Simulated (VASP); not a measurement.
# WSe2 in VASP: relaxation of the atoms with PBE+D3(BJ)

Aim: the relaxation of the atoms of WSe2 with PBE+D3(BJ).

Everything below comes from runs of VASP 6.6.1. Logs are shortened: lines on timing, memory, paths and dates and some standing lists are left out, and cuts for length are marked.

**1. The cell of the first run**

The cell holds a slab with vacuum, 6 atoms: a = 3.285 Å, b = 3.285 Å, c = 24.239 Å, α = 90.00°, β = 90.00°, γ = 120.00°.

**2. Relaxation of the atoms, PBE+D3(BJ) (layers slid over each other)**

INCAR

```
  PREC = Accurate
  ENCUT = 520
  EDIFF = 1E-7
  ISMEAR = 0
  SIGMA = 0.05
  LREAL = F
  LASPH = T
  NELM = 80
  ALGO = Normal
  ISIF = 2
  LWAVE = F
  LCHARG = F
  LDIPOL = T
  IDIPOL = 3
  DIPOL = 0.5 0.5 0.393
  GGA = PE
  IVDW = 12
  IBRION = 2
  NSW = 40
  EDIFFG = -0.003
```

KPOINTS

```
regular mesh
0
Gamma
  9 9 1
```

POSCAR

```
WSe2
1.0
    3.2854807123      0.0000000000      0.0000000000
   -1.6427403561      2.8453097605      0.0000000000
    0.0000000000      0.0000000000     24.2386612352
Se W
4 2
Selective dynamics
Direct
    0.3333333333      0.6666666667      0.1856538179  F F F
    0.3333333333      0.6666666667      0.3245714030  F F T
    0.6666666667      1.3333333333      0.4621599936  F F T
    0.6666666667      1.3333333333      0.6010734147  F F T
    0.6666666667      0.3333333333      0.2551445643  F F T
    1.0000000000      1.0000000000      0.5315846236  F F T
```

Potentials or basis: VASP PAW PBE potentials, release 64 (Se, W_sv).

Command:

```console
$ cat potpaw_PBE.64/Se/POTCAR potpaw_PBE.64/W_sv/POTCAR > POTCAR
$ mpirun -np 1 vasp_std > vasp.out
```

OUTCAR:

```text
PREC = Accurate
   ENCUT = 520
   EDIFF = 1E-7
   ISMEAR = 0
   LREAL = F
   LASPH = T
   NELM = 80
   ISIF = 2
   GGA = PE
   IVDW = 12
   IBRION = 2
   NSW = 40
   EDIFFG = -0.003
 IVDW          = 12

 ion  position               nearest neighbor table
   1  0.333  0.667  0.186-   5 2.54   5 2.54   5 2.54
   2  0.333  0.667  0.325-   5 2.54   5 2.54   5 2.54
   3  0.667  0.333  0.462-   6 2.54   6 2.54   6 2.54
   4  0.667  0.333  0.601-   6 2.54   6 2.54   6 2.54
   5  0.667  0.333  0.255-   2 2.54   2 2.54   2 2.54   1 2.54   1 2.54   1 2.54
   6  0.000  0.000  0.532-   3 2.54   3 2.54   3 2.54   4 2.54   4 2.54   4 2.54

  LATTYP: Found a hexagonal cell.
 ALAT       =     3.2854807123
 C/A-ratio  =     7.3775083033

  Lattice vectors:

 A1 = (   3.2854807123,   0.0000000000,   0.0000000000)
 A2 = (  -1.6427403561,   2.8453097605,   0.0000000000)
 A3 = (   0.0000000000,   0.0000000000,  24.2386612352)

Analysis of symmetry for initial positions (statically):
=====================================================================
 Subroutine PRICEL returns:
 Original cell was already a primitive cell.

 Routine SETGRP: Setting up the symmetry group for a
 hexagonal supercell.

 Subroutine GETGRP returns: Found  6 space group operations
 (whereof  6 operations were pure point group operations)
 out of a pool of 24 trial point group operations.

The static configuration has the point symmetry C_3v.

Analysis of symmetry for dynamics (positions and initial velocities):
=====================================================================
 Subroutine PRICEL returns:
 Original cell was already a primitive cell.

 Routine SETGRP: Setting up the symmetry group for a
 hexagonal supercell.

 Subroutine GETGRP returns: Found  6 space group operations
 (whereof  6 operations were pure point group operations)
 out of a pool of 24 trial point group operations.

The dynamic configuration has the point symmetry C_3v.

Analysis of constrained symmetry for selective dynamics:
=====================================================================
 Subroutine PRICEL returns:
 Original cell was already a primitive cell.

 Routine SETGRP: Setting up the symmetry group for a
 hexagonal supercell.

 Subroutine GETGRP returns: Found  6 space group operations
 (whereof  6 operations were pure point group operations)
 out of a pool of 24 trial point group operations.

The constrained configuration has the point symmetry C_3v.

 Subroutine INISYM returns: Found  6 space group operations
 (whereof  6 operations are pure point group operations),
 and found     1 'primitive' translations

----------------------------------------------------------------------------------------

                                     Primitive cell

  volume of cell :     226.5881

  direct lattice vectors                    reciprocal lattice vectors
     3.285480712  0.000000000  0.000000000     0.304369463  0.175727791  0.000000000
    -1.642740356  2.845309761  0.000000000     0.000000000  0.351455583  0.000000000
     0.000000000  0.000000000 24.238661235     0.000000000  0.000000000  0.041256404

  length of vectors
     3.285480712  3.285480712 24.238661235     0.351455583  0.351455583  0.041256404

  position of ions in fractional coordinates (direct lattice)
     0.333333333  0.666666667  0.185653818
     0.333333333  0.666666667  0.324571403
     0.666666667  0.333333333  0.462159994
     0.666666667  0.333333333  0.601073415
     0.666666667  0.333333333  0.255144564
     0.000000000  0.000000000  0.531584624

  ion indices of the primitive-cell ions
   primitive index   ion index
                 1           1
                 2           2
                 3           3
                 4           4
                 5           5
                 6           6

----------------------------------------------------------------------------------------

 KPOINTS: regular mesh

Automatic generation of k-mesh.
 Grid dimensions read from file:
 generate k-points for:    9    9    1

 Generating k-lattice:

  Cartesian coordinates                     Fractional coordinates (reciprocal lattice)
     0.033818829  0.019525310  0.000000000     0.111111111 -0.000000000  0.000000000
     0.000000000  0.039050620  0.000000000     0.000000000  0.111111111  0.000000000
     0.000000000  0.000000000  0.041256404     0.000000000  0.000000000  1.000000000

  Length of vectors
     0.039050620  0.039050620  0.041256404

  Shift w.r.t. Gamma in fractional coordinates (k-lattice)
     0.000000000  0.000000000  0.000000000

 Subroutine IBZKPT returns following result:
 ===========================================

 Found     12 irreducible k-points:

 Following reciprocal coordinates:
            Coordinates               Weight
  0.000000  0.000000  0.000000      1.000000
  0.111111 -0.000000  0.000000      6.000000
  0.222222 -0.000000  0.000000      6.000000
  0.333333  0.000000  0.000000      6.000000
  0.444444 -0.000000  0.000000      6.000000
  0.111111  0.111111  0.000000      6.000000
  0.222222  0.111111  0.000000     12.000000
  0.333333  0.111111  0.000000     12.000000
  0.444444  0.111111  0.000000      6.000000
  0.222222  0.222222  0.000000      6.000000
  0.333333  0.222222  0.000000     12.000000
  0.333333  0.333333  0.000000      2.000000
   k-points           NKPTS =     12   k-points in BZ     NKDIM =     12   number of bands    NBANDS=     31
   number of dos      NEDOS =    301   number of ions     NIONS =      6
   total plane-waves  NPLWV = 103680
   dimension x,y,z NGX =    24 NGY =   24 NGZ =  180
   dimension x,y,z NGXF=    48 NGYF=   48 NGZF=  360
   ions per type =               4   2
   NGX,Y,Z   is equivalent  to a cutoff of  12.14, 12.14, 12.35 a.u.
   NGXF,Y,Z  is equivalent  to a cutoff of  24.29, 24.29, 24.69 a.u.
 SYSTEM =  unknown system
   PREC   = accura    normal or accurate (medium, high low for compatibility)
   ISTART =      0    job   : 0-new  1-cont  2-samecut
   ICHARG =      2    charge: 1-file 2-atom 10-const
   ISPIN  =      1    spin polarized calculation?
   LNONCOLLINEAR =      F non collinear calculations
   LSORBIT =      F    spin-orbit coupling
   LASPH  =      T    aspherical Exc in radial PAW
   ENCUT  =  520.0 eV  38.22 Ry    6.18 a.u.   6.11  6.11 45.07*2*pi/ulx,y,z
   NELM   =     80;   NELMIN=  2; NELMDL= -5     # of ELM steps
   EDIFF  = 0.1E-06   stopping-criterion for ELM
   LREAL  =      F    real-space projection
   EDIFFG = -.3E-02   stopping-criterion for IOM
   NSW    =     40    number of steps for IOM
   IBRION =      2    ionic relax: 0-MD 1-quasi-New 2-CG
   NFREE  =      1    steps in history (QN), initial steepest desc. (CG)
   ISIF   =      2    stress and relaxation
   ISYM   =      2    0-nonsym 1-usesym 2-fastsym
   POTIM  = 0.5000    time-step for ionic-motion
   TEBEG  =    0.0;   TEEND  =   0.0 temperature during run
   PSTRESS=    0.0 pullay stress
   NELECT =      52.0000    total number of electrons
   NUPDOWN=      -1.0000    fix difference up-down
   EMIN   =  10.00;   EMAX   =-10.00  energy-range for DOS
   EFERMI =   0.00;   METHOD = LEGACY
   ISMEAR =     0;   SIGMA  =   0.05  broadening in eV -4-tet -1-fermi 0-gaus
   EFERMI_NEDOS =   21; number of points for ismear=-14 and -15
   IALGO  =     38    algorithm
   IMIX   =      4    mixing-type and parameters
     AMIX     =   0.40;   BMIX     =  1.00
     AMIX_MAG =   1.60;   BMIX_MAG =  1.00
  volume/ion in A,a.u.               =      37.76       254.85
  Fermi-wavevector in a.u.,A,eV,Ry     =   1.002298  1.894069 13.668433  1.004601
  Thomas-Fermi vector in A             =   2.134776
   LORBIT       =      0    0 simple, 1 ext, 2 COOP (PROOUT), +10 PAW based schemes
   GGA     = PE    functional components
   LHFCALC =     F    Hartree Fock is set to
   AEXX    =    0.0000 exact exchange contribution
   IVDW    =    12    specifies the selected vdW correction
   LEPSILON=     F    determine dielectric tensor
   LRPA    =     F    only Hartree local field effects (RPA)
 conjugate gradient relaxation of ions
 non-spin polarized calculation
 Gauss-broadening in eV      SIGMA  =   0.05
  energy-cutoff  :      520.00
  volume of cell :      226.59
 maximum number of plane-waves:      6144
   NGX = 13   NGY = 13   NGZ = 91

--------------------------------------- Ionic step        1  -------------------------------------------

 number of electron      51.9999993 magnetization

 Free energy of the ion-electron system (eV)
  ---------------------------------------------------
  ext. energy  EPLUGINS =         0.00000000
  ---------------------------------------------------
  free energy    TOTEN  =       -43.19779974 eV

  energy without entropy =      -43.19779974  energy(sigma->0) =      -43.19779974

------------------------ aborting loop because EDIFF is reached ----------------------------------------

 Edisp (eV)   -2.35628

 E8    (eV) :    -1.0831
[... 117 lines left out ...]
  FREE ENERGIE OF THE ION-ELECTRON SYSTEM (eV)
  ---------------------------------------------------
  free  energy   TOTEN  =       -45.5553949796 eV

  energy  without entropy=      -45.5553949796  energy(sigma->0) =      -45.55539498

 dipolmoment           0.000000      0.000000     -0.000532 electrons x Angstroem

 vacuum level on the upper side and lower side of the slab       (xc-potential included)        -0.085        -0.151

[... ionic steps 4 to 25 ...]

--------------------------------------- Ionic step       26  -------------------------------------------

 number of electron      51.9999987 magnetization

------------------------ aborting loop because EDIFF is reached ----------------------------------------
[... 83 lines left out ...]
--------------------------------------- Ionic step       28  -------------------------------------------

 number of electron      51.9999987 magnetization

 dipolmoment           0.000000      0.000000      0.003534 electrons x Angstroem

 Free energy of the ion-electron system (eV)
  ---------------------------------------------------
  ext. energy  EPLUGINS =         0.00000000
  ---------------------------------------------------
  free energy    TOTEN  =       -43.15566233 eV

  energy without entropy =      -43.15566233  energy(sigma->0) =      -43.15566233

 E-fermi :   1.2268     XC(G=0):  -6.1913

 val. band max:        1.0082271065   @ k =   0.0000   0.0000   0.0000
 cond. band min:       2.3990024130   @ k =   0.2222   0.1111   0.0000
 fundamental gap:      1.3907753065
 Fermi energy:         1.2268148017

 k-point     1 :       0.0000    0.0000    0.0000
  band No.  band energies     occupation
      1     -73.2113      2.00000
      2     -73.1465      2.00000
      3     -37.4582      2.00000
      4     -37.3925      2.00000
      5     -37.3219      2.00000
      6     -37.3219      2.00000
[... 397 lines left out ...]
     30       3.5576      0.00000
     31       4.3429      0.00000

------------------------ aborting loop because EDIFF is reached ----------------------------------------

 vacuum level on the upper side and lower side of the slab       (xc-potential included)         0.005        -0.065

 Edisp (eV)   -2.41716

 E8    (eV) :    -1.1113

  FORCE on cell =-STRESS in cart. coord.  units (eV):
  Direction    XX          YY          ZZ          XY          YZ          ZX
  --------------------------------------------------------------------------------------
  -------------------------------------------------------------------------------------
  Total       0.02052     0.02052    -0.07969     0.00000     0.00000     0.00000
  in kB       0.14510     0.14510    -0.56346     0.00000     0.00000     0.00000
  external pressure =       -0.09 kB  Pullay stress =        0.00 kB
[... 21 lines left out ...]
  FREE ENERGIE OF THE ION-ELECTRON SYSTEM (eV)
  ---------------------------------------------------
  free  energy   TOTEN  =       -45.5728177388 eV

  energy  without entropy=      -45.5728177388  energy(sigma->0) =      -45.57281774

 reached required accuracy - stopping structural energy minimisation

 vacuum level on the upper side and lower side of the slab         5.936         5.865
```

Wall time 41 min (1 thread of Intel Xeon 8259CL, shared host); peak memory 0.38 GiB.

What came out:

```
Free energy                : -45.5728 eV
Energy gained by relaxing  : 3.1 meV/atom
Ionic steps                : 28
Band gap on the k mesh     : 1.39 eV (least direct gap 1.60 eV)
Dispersion energy per atom : -0.403 eV
```

The path:
```csv
step,energy change (eV),largest force on free atoms (eV/Å),pressure (GPa)
1,0.0000,0.1394,-0.01
2,-0.0012,0.0931,-0.19
3,-0.0013,0.1317,-0.27
4,-0.0019,0.0917,-0.35
5,-0.0019,0.0950,-0.36
6,-0.0024,0.0500,-0.35
7,-0.0026,0.0586,-0.34
8,-0.0030,0.0724,-0.34
9,-0.0034,0.1464,-0.34
10,-0.0035,0.1460,-0.34
11,-0.0037,0.1452,-0.34
12,-0.0042,0.1434,-0.34
13,-0.0051,0.1406,-0.33
14,-0.0069,0.1449,-0.32
15,-0.0100,0.1528,-0.29
16,-0.0146,0.1691,-0.23
17,-0.0158,0.2593,-0.09
18,-0.0168,0.2157,-0.16
19,-0.0133,0.4120,0.12
20,-0.0186,0.0582,-0.06
21,-0.0187,0.0303,0.02
22,-0.0187,0.0201,0.00
23,-0.0187,0.0251,0.01
24,-0.0187,0.0048,0.00
25,-0.0187,0.0048,0.00
26,-0.0187,0.0044,0.00
27,-0.0187,0.0059,-0.01
28,-0.0187,0.0029,-0.01
```

Final structure:
```
Se W
1.0
     3.28548    0.00000    0.00000
    -1.64274    2.84531    0.00000
     0.00000    0.00000   24.23866
Se W
4 2
Direct
  0.33333 0.66667 0.18565
  0.33333 0.66667 0.32479
  0.66667 0.33333 0.45028
  0.66667 0.33333 0.58938
  0.66667 0.33333 0.25524
  0.00000 0.00000 0.51977
```

Levels at points of the mesh, in eV from the valence-band top:
| k point | band 23 | band 24 | band 25 | band 26 | band 27 | band 28 | band 29 | band 30 |
| --- | --- | --- | --- | --- | --- | --- | --- | --- |
| (0.00, 0.00, 0.00) | -1.29 | -1.29 | -0.75 | 0.00 | 2.76 | 2.76 | 2.85 | 2.85 |

Caveat: the cell differs from its parent crystal (layers slid over each other); spin-orbit coupling is left out, which moves the levels of the heavy elements.
